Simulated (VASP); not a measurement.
Runs of VASP 6.6.1 on BN. The structure is that of space group P6_3mc (No. 186), or close to it. The cells are those of the table. 

| cell | gap on the mesh (eV) | pressure (GPa) | largest force (eV/Å) |
| --- | --- | --- | --- |
| a = 2.557, b = 2.557, c = 4.234 Å, angles 90.0, 90.0, 120.0°, 4 atoms | 5.24 | -1.5 | 0.04 |
| a = 2.448, b = 2.448, c = 4.054 Å, angles 90.0, 90.0, 120.0°, 4 atoms | (b) | 59.4 | 0.17 |
| a = 2.515, b = 2.515, c = 4.164 Å, angles 90.0, 90.0, 120.0°, 4 atoms | 5.16 | 18.7 | 0.08 |
| a = 2.493, b = 2.493, c = 4.128 Å, angles 90.0, 90.0, 120.0°, 4 atoms | (a) | 30.7 | 0.11 |
| a = 2.618, b = 2.618, c = 4.335 Å, angles 90.0, 90.0, 120.0°, 4 atoms | 5.33 | -24.4 | (c) |

Alike in all rows: task single point; level PBE; potentials or basis VASP PAW PBE potentials, release 64 (B, N); no spin polarisation; k mesh 12 × 12 × 6; cutoff (eV) 600; smearing gaussian 0.01 eV.

Task: Estimate the missing entries.

Result: (a) 5.11; (b) 5.00; (c) 0.02.

A k mesh can miss the band edges.
